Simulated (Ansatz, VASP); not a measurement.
## Two plane-wave programs on Sr2I

```
Sr I
1.0
     7.57093    0.00000    0.00000
     0.00000    8.99858    0.00000
     0.00000    0.00000    4.27273
Sr I
4 2
Direct
  0.30717 0.83504 0.50000
  0.80717 0.66496 0.00000
  0.69283 0.16496 0.50000
  0.19283 0.33504 0.00000
  0.50000 0.50000 0.50000
  0.00000 0.00000 0.00000
```

Alike in both runs: functional PBE; k mesh 6 × 6 × 8; occupations gaussian, width 0.1 eV; no spin polarisation.

Ansatz relaxed the structure, and its values are those at the end. VASP's run is a single point on that final structure, the one shown.

```csv
,VASP,Ansatz
version,VASP 6.6.1,Ansatz 0.2.0
potentials or method,"VASP PAW PBE potentials, release 64 (Sr_sv, I), cutoff 520 eV","scalar-relativistic, plane waves, PAW"
valence electrons in the cell,54,74
```

|  | VASP | Ansatz | Ansatz less VASP |
| --- | --- | --- | --- |
| gap on the k mesh at the Fermi level (eV) | none | none | - |
| pressure (GPa) | 0.0 | 0.0 | -0.02 |

A gap of «none» marks a metal or a gap that the smearing closes. VASP's potentials hold 54 valence electrons a cell and Ansatz's 74, so a difference there can come from the potentials and not from the codes.

Spin-orbit coupling is off throughout.
